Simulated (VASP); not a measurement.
**In3Se: single point with LDA**

The system is In3Se.

```xyz
4
Lattice="4.8038 0.0000 0.0000 0.0000 4.8038 0.0000 0.0000 0.0000 4.8038" Properties=species:S:1:pos:R:3 pbc="T T T"
In    0.0000    2.4019    2.4019
In    2.4019    0.0000    2.4019
In    2.4019    2.4019    0.0000
Se    0.0000    0.0000    0.0000
```

| Item | Value |
| --- | --- |
| Program | VASP 6.6.1 |
| Task | single point |
| Functional | LDA |
| Potentials or basis | VASP PAW LDA potentials, release 64 (In_d, Se) |
| Cutoff | 520 eV |
| k mesh | 10 × 10 × 10 |
| Occupations | gaussian, width 0.1 eV |
| Spin | no spin polarisation |
| Dipole correction | no |
| Further INCAR settings | ALGO = Normal; EDIFF = 1e-06; NBANDS = 30 |

```json
{
  "Pressure": "-4.3 GPa"
}
```

Levels at points of the mesh, in eV from the Fermi level:
```
           k point  band 21  band 22  band 23  band 24  band 25  band 26
(0.00, 0.00, 0.00)    -2.27    -2.27     1.17     1.17     1.17     4.16
(0.50, 0.00, 0.00)    -1.75    -0.95    -0.06    -0.06     1.45     3.70
(0.50, 0.50, 0.00)    -0.82    -0.66    -0.66     1.39     1.81     1.81
(0.50, 0.50, 0.50)    -4.07    -4.07    -3.12     3.03     3.03     3.03
```

Wall time 44 s on 1 thread of Intel(R) Xeon(R) 6975P-C (Granite Rapids), with other jobs on the host, peak memory 0.27 GiB.

Caveat: spin-orbit coupling is left out, which moves the levels of the heavy elements.
